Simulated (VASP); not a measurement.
# HfN (F-43m) in VASP: further runs

The runs below take HfN through single point, with LDA.

All numbers are computed with VASP 6.6.1; they aren't measurements. Logs are shortened: lines on timing, memory, paths and dates and some standing lists are left out, and cuts for length are marked.

### Step 1. The cell of the first run

The structure is cubic, space group F-43m (No. 216). Conventional cell: a = 4.910 Å, b = 4.910 Å, c = 4.910 Å, α = 90.00°, β = 90.00°, γ = 90.00°. Within 2.8 Å of Hf (site symmetry -43m) lie 4 N at 2.13 Å. Within 2.8 Å of N (site symmetry -43m) lie 4 Hf at 2.13 Å.

### Step 2. Single point, LDA

INCAR

```
SYSTEM = HfN
PREC     = Accurate       ! precision mode
ENCUT    = 520            ! plane-wave cutoff, eV
EDIFF    = 1E-7           ! SCF threshold, eV
ISMEAR   = 1              ! smearing method
SIGMA    = 0.1            ! smearing width, eV
LREAL    = .FALSE.        ! projectors in reciprocal space
LASPH    = .TRUE.         ! aspherical terms in the spheres
NELM     = 80             ! most SCF steps
ALGO     = Normal         ! electronic algorithm
ISIF     = 2              ! what is computed and relaxed
LWAVE    = .FALSE.        ! write WAVECAR
LCHARG   = .FALSE.        ! write CHGCAR
NBANDS   = 14             ! bands
```

KPOINTS

```
regular mesh
0
G
  10 10 10
  0 0 0
```

POSCAR

```
HfN
1.0
    0.0000000000      2.4548200000      2.4548200000
    2.4548200000      0.0000000000      2.4548200000
    2.4548200000      2.4548200000      0.0000000000
Hf N
1 1
Direct
    0.0000000000      0.0000000000      0.0000000000
    0.7500000000      0.7500000000      0.7500000000
```

Potentials or basis: VASP PAW LDA potentials, release 64 (Hf_pv, N).

Run with:

```console
$ cat potpaw_LDA.64/Hf_pv/POTCAR potpaw_LDA.64/N/POTCAR > POTCAR
$ mpirun -np 1 vasp_std > vasp.out
```

OUTCAR:

```text
SYSTEM = HfN
   PREC = Accurate
   ENCUT = 520
   EDIFF = 1E-7
   ISMEAR = 1
   LREAL = .FALSE.
   LASPH = .TRUE.
   NELM = 80
   ISIF = 2

 ion  position               nearest neighbor table
   1  0.000  0.000  0.000-   2 2.13   2 2.13   2 2.13   2 2.13
   2  0.750  0.750  0.750-   1 2.13   1 2.13   1 2.13   1 2.13

  LATTYP: Found a face centered cubic cell.
 ALAT       =     4.9096400000

  Lattice vectors:

 A1 = (   0.0000000000,   2.4548200000,   2.4548200000)
 A2 = (   2.4548200000,   0.0000000000,   2.4548200000)
 A3 = (   2.4548200000,   2.4548200000,   0.0000000000)

Analysis of symmetry for initial positions (statically):
=====================================================================
 Subroutine PRICEL returns:
 Original cell was already a primitive cell.

 Routine SETGRP: Setting up the symmetry group for a
 face centered cubic supercell.

 Subroutine GETGRP returns: Found 24 space group operations
 (whereof 24 operations were pure point group operations)
 out of a pool of 48 trial point group operations.

The static configuration has the point symmetry T_d .

Analysis of symmetry for dynamics (positions and initial velocities):
=====================================================================
 Subroutine PRICEL returns:
 Original cell was already a primitive cell.

 Routine SETGRP: Setting up the symmetry group for a
 face centered cubic supercell.

 Subroutine GETGRP returns: Found 24 space group operations
 (whereof 24 operations were pure point group operations)
 out of a pool of 48 trial point group operations.

The dynamic configuration has the point symmetry T_d .

 Subroutine INISYM returns: Found 24 space group operations
 (whereof 24 operations are pure point group operations),
 and found     1 'primitive' translations

----------------------------------------------------------------------------------------

                                     Primitive cell

  volume of cell :      29.5862

  direct lattice vectors                    reciprocal lattice vectors
     0.000000000  2.454820000  2.454820000    -0.203680922  0.203680922  0.203680922
     2.454820000  0.000000000  2.454820000     0.203680922 -0.203680922  0.203680922
     2.454820000  2.454820000  0.000000000     0.203680922  0.203680922 -0.203680922

  length of vectors
     3.471639737  3.471639737  3.471639737     0.352785705  0.352785705  0.352785705

  position of ions in fractional coordinates (direct lattice)
     0.000000000  0.000000000  0.000000000
[... 83 lines left out ...]
   NFREE  =      0    steps in history (QN), initial steepest desc. (CG)
   ISIF   =      2    stress and relaxation
   ISYM   =      2    0-nonsym 1-usesym 2-fastsym
   POTIM  = 0.5000    time-step for ionic-motion
   TEBEG  =    0.0;   TEEND  =   0.0 temperature during run
   PSTRESS=    0.0 pullay stress
   NELECT =      15.0000    total number of electrons
   NUPDOWN=      -1.0000    fix difference up-down
   EMIN   =  10.00;   EMAX   =-10.00  energy-range for DOS
   EFERMI =   0.00;   METHOD = LEGACY
   ISMEAR =     1;   SIGMA  =   0.10  broadening in eV -4-tet -1-fermi 0-gaus
   EFERMI_NEDOS =   21; number of points for ismear=-14 and -15
   IALGO  =     38    algorithm
   IMIX   =      4    mixing-type and parameters
     AMIX     =   0.40;   BMIX     =  1.00
     AMIX_MAG =   1.60;   BMIX_MAG =  1.00
  volume/ion in A,a.u.               =      14.79        99.83
  Fermi-wavevector in a.u.,A,eV,Ry     =   1.305396  2.466841 23.185125  1.704059
  Thomas-Fermi vector in A             =   2.436268
   LORBIT       =      0    0 simple, 1 ext, 2 COOP (PROOUT), +10 PAW based schemes
   GGA     = CA    functional components
   LHFCALC =     F    Hartree Fock is set to
   AEXX    =    0.0000 exact exchange contribution
   IVDW    =     0    specifies the selected vdW correction
   LEPSILON=     F    determine dielectric tensor
   LRPA    =     F    only Hartree local field effects (RPA)
 non-spin polarized calculation
 Methfessel and Paxton  Order N= 1 SIGMA  =   0.10
  energy-cutoff  :      520.00
  volume of cell :       29.59
 maximum number of plane-waves:       821
 NGX is ok and might be reduce to    28
   NGX = 13   NGY = 13   NGZ = 13

 number of electron      15.0000001 magnetization

 Free energy of the ion-electron system (eV)
  ---------------------------------------------------
  ext. energy  EPLUGINS =         0.00000000
  ---------------------------------------------------
  free energy    TOTEN  =       -23.01728849 eV

  energy without entropy =      -23.01730962  energy(sigma->0) =      -23.01729554

 E-fermi :   5.5476     XC(G=0): -11.5071

 val. band max:        5.5107733490   @ k =   0.3000   0.2000   0.0000
 cond. band min:       5.6086409050   @ k =   0.4000   0.2000   0.0000
 fundamental gap:      0.0978675560
 Fermi energy:         5.5476397400

 k-point     1 :       0.0000    0.0000    0.0000
  band No.  band energies     occupation
      1     -25.3682      2.00000
      2     -25.3682      2.00000
      3     -25.3682      2.00000
      4     -10.3460      2.00000
      5       0.1177      2.00000
      6       0.1177      2.00000
      7       0.1177      2.00000
      8       4.9484      2.00000
      9       7.6877      0.00000
     10       7.6877      0.00000
     11      12.1100      0.00000
     12      12.1100      0.00000
     13      12.1100      0.00000
     14      16.9587      0.00000
[... 377 lines left out ...]
      1     -25.7530      2.00000
      2     -25.5084      2.00000
      3     -25.4938      2.00000
      4      -9.1001      2.00000
      5      -1.1504      2.00000
      6       1.3742      2.00000
      7       1.4432      2.00000
      8       4.7896      2.00000
      9       8.2869      0.00000
     10       8.9606      0.00000
     11      10.9641      0.00000
     12      11.3764      0.00000
     13      12.4150      0.00000
     14      16.6303      0.00000

 [... further k-points ...]
[... 5 lines left out ...]
  --------------------------------------------------------------------------------------
  -------------------------------------------------------------------------------------
  Total       -1.8390738     -1.8390738     -1.8390738      0.0000000      0.0000000     -0.0000000
  in kB      -99.5911594    -99.5911594    -99.5911594      0.0000000      0.0000000     -0.0000000
  external PRESSURE =     -99.5911594 kB  Pullay stress =       0.0000000 kB

 VOLUME and BASIS-vectors are now :
 -----------------------------------------------------------------------------
  energy-cutoff  :      520.00
  volume of cell :       29.59
      direct lattice vectors                 reciprocal lattice vectors
     0.000000000  2.454820000  2.454820000    -0.203680922  0.203680922  0.203680922
     2.454820000  0.000000000  2.454820000     0.203680922 -0.203680922  0.203680922
     2.454820000  2.454820000  0.000000000     0.203680922  0.203680922 -0.203680922

 POSITION                                       TOTAL-FORCE (eV/Angst)
 -----------------------------------------------------------------------------------
      0.00000      0.00000      0.00000         0.000000      0.000000      0.000000
      3.68223      3.68223      3.68223        -0.000000     -0.000000     -0.000000
 -----------------------------------------------------------------------------------
    total drift:                                0.000000      0.000000      0.000000

  FREE ENERGIE OF THE ION-ELECTRON SYSTEM (eV)
  ---------------------------------------------------
  free  energy   TOTEN  =       -23.0172884906 eV

  energy  without entropy=      -23.0173096241  energy(sigma->0) =      -23.01729554
```

OSZICAR:

```text
N       E                     dE             d eps       ncg     rms          rms(c)
DAV:   1     0.391761478308E+02    0.39176E+02   -0.78310E+03  1316   0.979E+02
DAV:   2    -0.244628834796E+02   -0.63639E+02   -0.59927E+02  1756   0.226E+02
DAV:   3    -0.266010126673E+02   -0.21381E+01   -0.21302E+01  1526   0.338E+01
DAV:   4    -0.266123367846E+02   -0.11324E-01   -0.11323E-01  1562   0.298E+00
DAV:   5    -0.266124552077E+02   -0.11842E-03   -0.11842E-03  1550   0.272E-01    0.548E+01
DAV:   6    -0.232372829119E+02    0.33752E+01   -0.13280E+01  1334   0.245E+01    0.402E+01
DAV:   7    -0.230588558259E+02    0.17843E+00   -0.74001E-01  1406   0.651E+00    0.252E+01
DAV:   8    -0.230244164509E+02    0.34439E-01   -0.12223E-01  1532   0.303E+00    0.626E+00
DAV:   9    -0.230174638857E+02    0.69526E-02   -0.17644E-02  1508   0.102E+00    0.166E+00
DAV:  10    -0.230173469731E+02    0.11691E-03   -0.12943E-03  1634   0.304E-01    0.371E-01
DAV:  11    -0.230172894560E+02    0.57517E-04   -0.15956E-04  1538   0.107E-01    0.635E-02
DAV:  12    -0.230172885816E+02    0.87444E-06   -0.15403E-05  1718   0.304E-02    0.239E-02
DAV:  13    -0.230172884906E+02    0.90939E-07   -0.35477E-07  1494   0.546E-03
   1 F= -.23017288E+02 E0= -.23017296E+02  d E =0.211334E-04
```

stdout:

```text
POSCAR found type information on POSCAR HfN
 POSCAR found :  2 types and       2 ions
 scaLAPACK will be used
 LDA part: xc-table for (Slater(with rela. corr.)+CA(PZ))
 , standard interpolation
 POSCAR, INCAR and KPOINTS ok, starting setup
 FFT: planning ... GRIDC
 FFT: planning ... GRID_SOFT
 FFT: planning ... GRID
 WAVECAR not read
 entering main loop
```

Wall time 14 s (1 thread of Intel Xeon Platinum 8488C (Sapphire Rapids), shared host); peak memory 0.15 GiB.

Results:

```
Free energy : -23.0173 eV
Pressure    : -10.0 GPa
```

Levels at points of the mesh, in eV from the Fermi level:
```csv
k point,band 3,band 4,band 5,band 6,band 7,band 8,band 9,band 10,band 11,band 12
"(0.00, 0.00, 0.00)",-30.92,-15.89,-5.43,-5.43,-5.43,-0.60,2.14,2.14,6.56,6.56
"(0.50, 0.00, 0.00)",-30.98,-14.78,-5.65,-4.84,-4.84,1.56,2.65,2.65,4.26,5.23
"(0.50, 0.50, 0.00)",-31.08,-14.40,-6.89,-3.55,-3.55,-1.08,2.12,3.93,4.62,4.62
```

Caveat: spin-orbit coupling is left out, which moves the levels of the heavy elements.

### Step 3. Single point, LDA

This run uses another cell than the first one, of 15.09 Å³/atom, 1.020 times its volume.

INCAR

```
SYSTEM = HfN
ALGO = Normal ; EDIFF = 1E-6
ENCUT = 520 ; GGA = CA
ISIF = 2 ; ISMEAR = 1
LASPH = .True. ; LCHARG = .False.
LREAL = .False. ; LWAVE = .False.
NBANDS = 14 ; NELM = 60
PREC = Accurate ; SIGMA = 0.1
```

KPOINTS

```
k-points
0
Gamma
  10 10 10
  0 0 0
```

POSCAR

```
HfN
1.0
    0.0000000000      2.4710775599      2.4710775599
    2.4710775599      0.0000000000      2.4710775599
    2.4710775599      2.4710775599      0.0000000000
Hf N
1 1
Direct
    0.0000000000      0.0000000000      0.0000000000
    0.7500000000      0.7500000000      0.7500000000
```

Potentials or basis: VASP PAW LDA potentials, release 64 (Hf_pv, N).

Run with:

```console
$ cat potpaw_LDA.64/Hf_pv/POTCAR potpaw_LDA.64/N/POTCAR > POTCAR
$ mpirun -np 1 vasp_std > vasp.out
```

OUTCAR:

```text
SYSTEM = HfN
   EDIFF = 1E-6
   ENCUT = 520
   GGA = CA
   ISIF = 2
   ISMEAR = 1
   LASPH = .True.
   LREAL = .False.
   NELM = 60
   PREC = Accurate

 ion  position               nearest neighbor table
   1  0.000  0.000  0.000-   2 2.14   2 2.14   2 2.14   2 2.14
   2  0.750  0.750  0.750-   1 2.14   1 2.14   1 2.14   1 2.14

  LATTYP: Found a face centered cubic cell.
 ALAT       =     4.9421551198

  Lattice vectors:

 A1 = (   0.0000000000,   2.4710775599,   2.4710775599)
 A2 = (   2.4710775599,   0.0000000000,   2.4710775599)
 A3 = (   2.4710775599,   2.4710775599,   0.0000000000)

Analysis of symmetry for initial positions (statically):
=====================================================================
 Subroutine PRICEL returns:
 Original cell was already a primitive cell.

 Routine SETGRP: Setting up the symmetry group for a
 face centered cubic supercell.

 Subroutine GETGRP returns: Found 24 space group operations
 (whereof 24 operations were pure point group operations)
 out of a pool of 48 trial point group operations.

The static configuration has the point symmetry T_d .

Analysis of symmetry for dynamics (positions and initial velocities):
[... 169 lines left out ...]
      1     -25.5929      2.00000
      2     -25.5929      2.00000
      3     -25.5929      2.00000
      4     -10.4000      2.00000
      5       0.0546      2.00000
      6       0.0546      2.00000
      7       0.0546      2.00000
      8       4.7474      2.00000
      9       7.4852      0.00000
     10       7.4852      0.00000
     11      11.8265      0.00000
     12      11.8265      0.00000
     13      11.8265      0.00000
     14      16.7114      0.00000
[... 377 lines left out ...]
      1     -25.9474      2.00000
      2     -25.7224      2.00000
      3     -25.7089      2.00000
      4      -9.2040      2.00000
      5      -1.2035      2.00000
      6       1.2646      2.00000
      7       1.3332      2.00000
      8       4.6532      2.00000
      9       8.0715      0.00000
     10       8.7203      0.00000
     11      10.6746      0.00000
     12      11.0737      0.00000
     13      12.0559      0.00000
     14      16.3108      0.00000

 [... further k-points ...]
[... 5 lines left out ...]
  --------------------------------------------------------------------------------------
  -------------------------------------------------------------------------------------
  Total       -2.5049294     -2.5049294     -2.5049294     -0.0000000     -0.0000000      0.0000000
  in kB     -132.9893779   -132.9893779   -132.9893779     -0.0000000     -0.0000000      0.0000000
  external PRESSURE =    -132.9893779 kB  Pullay stress =       0.0000000 kB

 VOLUME and BASIS-vectors are now :
 -----------------------------------------------------------------------------
  energy-cutoff  :      520.00
  volume of cell :       30.18
      direct lattice vectors                 reciprocal lattice vectors
     0.000000000  2.471077560  2.471077560    -0.202340877  0.202340877  0.202340877
     2.471077560  0.000000000  2.471077560     0.202340877 -0.202340877  0.202340877
     2.471077560  2.471077560  0.000000000     0.202340877  0.202340877 -0.202340877

 POSITION                                       TOTAL-FORCE (eV/Angst)
 -----------------------------------------------------------------------------------
      0.00000      0.00000      0.00000        -0.000000     -0.000000     -0.000000
      3.70662      3.70662      3.70662         0.000000      0.000000      0.000000
 -----------------------------------------------------------------------------------
    total drift:                                0.000000      0.000000      0.000000

  FREE ENERGIE OF THE ION-ELECTRON SYSTEM (eV)
  ---------------------------------------------------
  free  energy   TOTEN  =       -22.9745388233 eV

  energy  without entropy=      -22.9744410431  energy(sigma->0) =      -22.97450623
```

OSZICAR:

```text
N       E                     dE             d eps       ncg     rms          rms(c)
DAV:   1     0.379912627323E+02    0.37991E+02   -0.76633E+03  1324   0.971E+02
DAV:   2    -0.243369431883E+02   -0.62328E+02   -0.58532E+02  1746   0.224E+02
DAV:   3    -0.265679484776E+02   -0.22310E+01   -0.22234E+01  1562   0.345E+01
DAV:   4    -0.265805687714E+02   -0.12620E-01   -0.12619E-01  1550   0.310E+00
DAV:   5    -0.265807061536E+02   -0.13738E-03   -0.13738E-03  1544   0.287E-01    0.529E+01
DAV:   6    -0.232134854386E+02    0.33672E+01   -0.13552E+01  1334   0.245E+01    0.392E+01
DAV:   7    -0.230177423882E+02    0.19574E+00   -0.77031E-01  1400   0.660E+00    0.250E+01
DAV:   8    -0.229828623974E+02    0.34880E-01   -0.13873E-01  1520   0.319E+00    0.656E+00
DAV:   9    -0.229747121979E+02    0.81502E-02   -0.20006E-02  1496   0.109E+00    0.165E+00
DAV:  10    -0.229745960839E+02    0.11611E-03   -0.13273E-03  1658   0.304E-01    0.345E-01
DAV:  11    -0.229745397807E+02    0.56303E-04   -0.15982E-04  1526   0.106E-01    0.674E-02
DAV:  12    -0.229745389146E+02    0.86604E-06   -0.14689E-05  1748   0.297E-02    0.239E-02
DAV:  13    -0.229745388233E+02    0.91327E-07   -0.31798E-07   916   0.537E-03
   1 F= -.22974539E+02 E0= -.22974506E+02  d E =-.977802E-04
```

It took 12 s on 1 thread of Intel Xeon Platinum 8488C (Sapphire Rapids), shared host; peak memory 0.15 GiB.

What came out:

```yaml
Free_energy: -22.9745 eV
Pressure: -13.3 GPa
```

Levels at points of the mesh, in eV from the Fermi level:
```csv
k point,band 3,band 4,band 5,band 6,band 7,band 8,band 9,band 10,band 11,band 12
"(0.00, 0.00, 0.00)",-30.99,-15.79,-5.34,-5.34,-5.34,-0.65,2.09,2.09,6.43,6.43
"(0.50, 0.00, 0.00)",-31.05,-14.72,-5.61,-4.77,-4.77,1.52,2.59,2.59,4.19,5.11
"(0.50, 0.50, 0.00)",-31.14,-14.35,-6.78,-3.53,-3.53,-1.07,2.06,3.82,4.51,4.51
```

Caveat: spin-orbit coupling is left out, which moves the levels of the heavy elements.

[end of part 1 of 2]
